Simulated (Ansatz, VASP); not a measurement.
One calculation of Fe, two programs

```
Fe
1.0
    -1.37748    1.37748    1.37748
     1.37748   -1.37748    1.37748
     1.37748    1.37748   -1.37748
Fe
1
Direct
  0.00000 0.00000 0.00000
```

Alike in both runs: task single point; functional PBE; k mesh 25 × 25 × 25; occupations fermi-dirac, width 0.05 eV; collinear spin.

|  | VASP | Ansatz |
| --- | --- | --- |
| version | VASP 6.6.1 | Ansatz 0.2.0 |
| potentials or method | VASP PAW PBE potentials, release 64 (Fe), cutoff 520 eV | plane waves (420 eV) with PAW, scalar-relativistic |
| valence electrons in the cell | 8 | 16 |

```tsv
	VASP	Ansatz	Ansatz less VASP
pressure (GPa)	19.5	19.9	+0.38
net moment per atom (μB)	2.07	2.06	-0.013
size of the moment on the site where the two differ most (μB)	2.05	2.09	+0.037
```

Site moments also hang on the region over which each program counts them. VASP's potentials hold 8 valence electrons a cell and Ansatz's 16, so a difference there can come from the potentials and not from the codes.
